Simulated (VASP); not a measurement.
# Te2Mo (P1) in VASP: single point with PBE+D3(BJ)

Aim: the single point of Te2Mo with PBE+D3(BJ).

Program: VASP 6.6.1. These are calculated values, not measurements. Logs are shortened: lines on timing, memory, paths and dates and some standing lists are left out, and cuts for length are marked.

**1. The cell of the first run**

The typed cell holds 6 atoms: a = 3.295 Å, b = 3.682 Å, c = 12.825 Å, α = 88.60°, β = 92.59°, γ = 118.73°.

**2. Single point, PBE+D3(BJ) (atoms moved at random and the cell strained at random)**

INCAR

```
PREC = Accurate ; ENCUT = 520
EDIFF = 1E-7 ; ISMEAR = 0
SIGMA = 0.05 ; LREAL = F
LASPH = T ; NELM = 60
ALGO = Normal ; ISIF = 2
LWAVE = F ; LCHARG = T
GGA = PE ; IVDW = 12
LELF = T ; LVHAR = T
NBANDS = 35
```

KPOINTS

```
regular mesh
0
Gamma
  12 12 2
```

POSCAR

```
Te2Mo
1.0
    3.2934577418     -0.0662560194     -0.0741435815
   -1.7041082668      3.2633962649      0.0437030764
   -0.2905358002      0.0300049700     12.8217809296
Te Mo
4 2
Direct
    0.3444364630      0.6682172632      0.6181435516
    0.6619202410      0.3362448288      0.1160018330
    0.3280825737      0.6680229417      0.8819084458
    0.6632765308      0.3323279149      0.3841511892
    0.3177515168      0.6577973155      0.2501294710
    0.6845326747      0.3373897359      0.7496655094
```

Potentials or basis: VASP PAW PBE potentials, release 64 (Te, Mo_sv).

On the command line:

```bash
cat potpaw_PBE.64/Te/POTCAR potpaw_PBE.64/Mo_sv/POTCAR > POTCAR
mpirun -np 1 vasp_std > vasp.out
```

OUTCAR:

```text
PREC = Accurate
   ENCUT = 520
   EDIFF = 1E-7
   ISMEAR = 0
   LREAL = F
   LASPH = T
   NELM = 60
   ISIF = 2
   GGA = PE
   IVDW = 12
 IVDW          = 12

 ion  position               nearest neighbor table
   1  0.344  0.668  0.618-   6 2.57   6 2.60   6 2.75   3 3.39   4 3.53   4 3.65   4 3.68
   2  0.662  0.336  0.116-   5 2.52   5 2.69   5 2.78   4 3.44   3 3.54   3 3.63
   3  0.328  0.668  0.882-   6 2.48   6 2.72   6 2.74   1 3.39   2 3.54   2 3.63
   4  0.663  0.332  0.384-   5 2.59   5 2.61   5 2.78   2 3.44   1 3.53   1 3.65   1 3.68
   5  0.318  0.658  0.250-   2 2.52   4 2.59   4 2.61   2 2.69   2 2.78   4 2.78
   6  0.685  0.337  0.750-   3 2.48   1 2.57   1 2.60   3 2.72   3 2.74   1 2.75

  LATTYP: Found a triclinic cell.
 ALAT       =     3.2949584258
 B/A-ratio  =     1.0836334449
 C/A-ratio  =     3.8923426806
 COS(alpha) =     0.0165122250
 COS(beta)  =     0.0451866941
 COS(gamma) =     0.4271138290

  Lattice vectors:

 A1 = (  -3.2934577418,   0.0662560194,   0.0741435815)
 A2 = (  -1.5893494750,  -3.1971402455,   0.0304405051)
 A3 = (  -0.2905358002,   0.0300049700,  12.8217809296)

Analysis of symmetry for initial positions (statically):
=====================================================================
 Subroutine PRICEL returns:
 Original cell was already a primitive cell.

 Routine SETGRP: Setting up the symmetry group for a
 triclinic supercell.

 Subroutine GETGRP returns: Found  1 space group operations
 (whereof  1 operations were pure point group operations)
 out of a pool of  2 trial point group operations.

The static configuration has the point symmetry C_1 .

Analysis of symmetry for dynamics (positions and initial velocities):
=====================================================================
 Subroutine PRICEL returns:
 Original cell was already a primitive cell.

 Routine SETGRP: Setting up the symmetry group for a
 triclinic supercell.

 Subroutine GETGRP returns: Found  1 space group operations
 (whereof  1 operations were pure point group operations)
 out of a pool of  2 trial point group operations.

The dynamic configuration has the point symmetry C_1 .

 Subroutine INISYM returns: Found  1 space group operations
 (whereof  1 operations are pure point group operations),
 and found     1 'primitive' translations

----------------------------------------------------------------------------------------

                                     Primitive cell

  volume of cell :     136.2890

  direct lattice vectors                    reciprocal lattice vectors
     3.293457742 -0.066256019 -0.074143581     0.307003758  0.160225716  0.006581614
    -1.704108267  3.263396265  0.043703076     0.006216902  0.309683443 -0.000583835
[... 102 lines left out ...]
   TEBEG  =    0.0;   TEEND  =   0.0 temperature during run
   PSTRESS=    0.0 pullay stress
   NELECT =      52.0000    total number of electrons
   NUPDOWN=      -1.0000    fix difference up-down
   EMIN   =  10.00;   EMAX   =-10.00  energy-range for DOS
   EFERMI =   0.00;   METHOD = LEGACY
   ISMEAR =     0;   SIGMA  =   0.05  broadening in eV -4-tet -1-fermi 0-gaus
   EFERMI_NEDOS =   21; number of points for ismear=-14 and -15
   IALGO  =     38    algorithm
   IMIX   =      4    mixing-type and parameters
     AMIX     =   0.40;   BMIX     =  1.00
     AMIX_MAG =   1.60;   BMIX_MAG =  1.00
  volume/ion in A,a.u.               =      22.71       153.29
  Fermi-wavevector in a.u.,A,eV,Ry     =   1.187378  2.243819 19.182398  1.409866
  Thomas-Fermi vector in A             =   2.323531
   LORBIT       =      0    0 simple, 1 ext, 2 COOP (PROOUT), +10 PAW based schemes
   GGA     = PE    functional components
   LHFCALC =     F    Hartree Fock is set to
   AEXX    =    0.0000 exact exchange contribution
   IVDW    =    12    specifies the selected vdW correction
   LEPSILON=     F    determine dielectric tensor
   LRPA    =     F    only Hartree local field effects (RPA)
 non-spin polarized calculation
 Gauss-broadening in eV      SIGMA  =   0.05
  energy-cutoff  :      520.00
  volume of cell :      136.29
 maximum number of plane-waves:      3702
 NGX is ok and might be reduce to    28
   NGX = 13   NGY = 13   NGZ = 47

 number of electron      52.0000001 magnetization

 Free energy of the ion-electron system (eV)
  ---------------------------------------------------
  ext. energy  EPLUGINS =         0.00000000
  ---------------------------------------------------
  free energy    TOTEN  =       -34.53276038 eV

  energy without entropy =      -34.53145767  energy(sigma->0) =      -34.53210902

 E-fermi :  10.1723     XC(G=0): -10.9309

 val. band max:       10.1574948833   @ k =   0.3333   0.3333   0.0000
 cond. band min:      10.1864947494   @ k =  -0.4167   0.1667   0.0000
 fundamental gap:      0.0289998660
 Fermi energy:        10.1722594437

 k-point     1 :       0.0000    0.0000    0.0000
  band No.  band energies     occupation
      1     -51.2380      2.00000
      2     -51.2114      2.00000
      3     -25.4652      2.00000
      4     -25.4444      2.00000
      5     -25.4028      2.00000
      6     -25.3966      2.00000
[... 901 lines left out ...]
     34      14.2215      0.00000
     35      14.5316      0.00000

 [... further k-points ...]

------------------------ aborting loop because EDIFF is reached ----------------------------------------

 Edisp (eV)   -3.54183

 E8    (eV) :    -1.6320

  FORCE on cell =-STRESS in cart. coord.  units (eV):
  Direction    XX          YY          ZZ          XY          YZ          ZX
  --------------------------------------------------------------------------------------
  -------------------------------------------------------------------------------------
  Total      13.94217    -0.56299    14.12778     2.44737     0.12453     6.00121
  in kB     163.90044    -6.61837   166.08241    28.77062     1.46390    70.54866
  external pressure =      107.79 kB  Pullay stress =        0.00 kB

 VOLUME and BASIS-vectors are now :
 -----------------------------------------------------------------------------
  energy-cutoff  :      520.00
  volume of cell :      136.29
      direct lattice vectors                 reciprocal lattice vectors
     3.293457742 -0.066256019 -0.074143581     0.307003758  0.160225716  0.006581614
    -1.704108267  3.263396265  0.043703076     0.006216902  0.309683443 -0.000583835
    -0.290535800  0.030004970 12.821780930     0.001754098 -0.000129031  0.078032335

 POSITION                                       TOTAL-FORCE (eV/Angst)
 -----------------------------------------------------------------------------------
     -0.18392      2.17638      7.92937        -0.231298      0.817488     -1.812525
      1.57331      1.05692      1.45297        -1.111007     -0.958542     -1.528203
     -0.31408      2.18475     11.31251         1.658043      0.918917      2.045584
      1.50654      1.05210      4.89085         0.172336     -0.857090      1.350326
     -0.14713      2.13311      3.21229         0.960301      1.731483      0.171364
      1.46173      1.07818      9.57604        -1.448374     -1.652256     -0.226546
 -----------------------------------------------------------------------------------
    total drift:                               -0.000016     -0.000236      0.000023

  FREE ENERGIE OF THE ION-ELECTRON SYSTEM (eV)
  ---------------------------------------------------
  free  energy   TOTEN  =       -38.0745901409 eV

  energy  without entropy=      -38.0732874271  energy(sigma->0) =      -38.07393878
```

It took 18 min on 1 thread of Intel Xeon Platinum 8488C (Sapphire Rapids), shared host; peak memory 0.67 GiB.

What came out:

- Free energy: -38.0746 eV
- Pressure: 10.8 GPa
- Largest force: 2.789 eV/Å
- Band gap on the k mesh: zero (band 26 reaches 10.27 eV, above the bottom of band 27 at 10.15 eV)
- Dispersion energy per atom: -0.590 eV

Forces on the atoms (eV/Å):
```
Te  -0.231  0.817 -1.813
Te  -1.111 -0.959 -1.528
Te   1.658  0.919  2.046
Te   0.172 -0.857  1.350
Mo   0.960  1.731  0.171
Mo  -1.448 -1.652 -0.227
```

Levels at points of the mesh, in eV from the Fermi level:
```tsv
k point	band 22	band 23	band 24	band 25	band 26	band 27	band 28	band 29	band 30	band 31
(0.00, 0.00, 0.00)	-1.94	-1.76	-1.58	-0.30	0.08	1.34	1.51	1.81	2.49	2.93
(0.50, 0.00, 0.00)	-2.41	-2.16	-1.80	-1.76	-1.43	0.23	0.29	0.92	1.50	1.82
(0.00, 0.50, 0.00)	-2.50	-2.17	-1.92	-0.86	-0.61	0.64	0.71	0.84	1.16	2.10
(0.50, 0.50, 0.00)	-2.14	-1.92	-1.85	-1.36	-1.31	0.13	0.24	1.05	1.48	1.65
(0.00, 0.00, 0.50)	-2.08	-1.79	-1.72	-0.20	-0.17	1.34	1.42	2.18	2.21	2.93
(0.50, 0.00, 0.50)	-2.36	-2.14	-2.07	-1.71	-1.44	0.23	0.30	1.25	1.27	2.28
(0.00, 0.50, 0.50)	-2.62	-1.98	-1.95	-0.74	-0.71	0.68	0.73	0.92	0.97	2.43
(0.50, 0.50, 0.50)	-2.31	-1.87	-1.70	-1.52	-1.31	0.17	0.19	1.29	1.33	2.08
```

Caveat: the cell differs from its parent crystal (atoms moved at random and the cell strained at random); spin-orbit coupling is left out, which moves the levels of the heavy elements; pairwise dispersion overbinds metals, which lowers pressure and volume; forces of over 1 eV/Å act on the atoms, so gaps and moduli don't describe the material at rest.
